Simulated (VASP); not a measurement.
A run of VASP 6.6.1 is set up as follows.

File INCAR:

```
SYSTEM = Ta8HC8
PREC = Accurate
ENCUT = 520
EDIFF = 1E-7
ISMEAR = -1
SIGMA = 0.1
LREAL = Auto
LASPH = .TRUE.
NELM = 100
ALGO = Normal
ISIF = 2
LWAVE = .FALSE.
LCHARG = .TRUE.
GGA = PE
LELF = .TRUE.
LVHAR = .TRUE.
NBANDS = 74
```

KPOINTS

```
Automatic mesh
0
G
  2 2 2
  0 0 0
```

File POSCAR:

```
Ta8HC8
1.0
    0.0000000000      4.4540000000      4.4540000000
    4.4540000000      0.0000000000      4.4540000000
    4.4540000000      4.4540000000      0.0000000000
Ta C H
8 8 1
Direct
    0.0163785361      0.0025482712      0.0051751235
   -0.0030983386     -0.0205433318      0.5325550067
   -0.0369667714      0.4966659183      0.0112819937
    0.0318140997      0.5158284688      0.4871351594
    0.4811180961     -0.0175572519      0.0285361473
    0.4957903009      0.0291086664      0.4592388864
    0.5116748990      0.4986977997     -0.0052761563
    0.5016052986      0.4968679838      0.4822519084
    0.2356421194      0.2450044903      0.2543219578
    0.2404355635      0.2473506960      0.7469465649
    0.2613830265      0.7312079030      0.2234171531
    0.2450606197      0.7738437360      0.7260440054
    0.7788392456      0.2260552313      0.2470700494
    0.7483273462      0.2637965873      0.7724405029
    0.7476088909      0.7314436462      0.2509092950
    0.7566120341      0.7558262236      0.7825662326
    0.6384373597      0.6880781320      0.6183879659
```

Potentials or basis: VASP PAW PBE potentials, release 64 (Ta_pv, C, H).

Launch:

```console
$ cat potpaw_PBE.64/Ta_pv/POTCAR potpaw_PBE.64/C/POTCAR potpaw_PBE.64/H/POTCAR > POTCAR
$ mpirun -np 1 vasp_std > vasp.out
```

(1) Predict the band gap on the k mesh.

(2) Estimate the pressure.

Results:

(1) zero (an odd number of electrons rules out a gap without spin polarisation).

(2) 22.2 GPa.

Caveat: the k points lie up to 0.61 Å⁻¹ apart, too coarse for converged energies and pressures of a metal; spin-orbit coupling is left out, which moves the levels of the heavy elements.
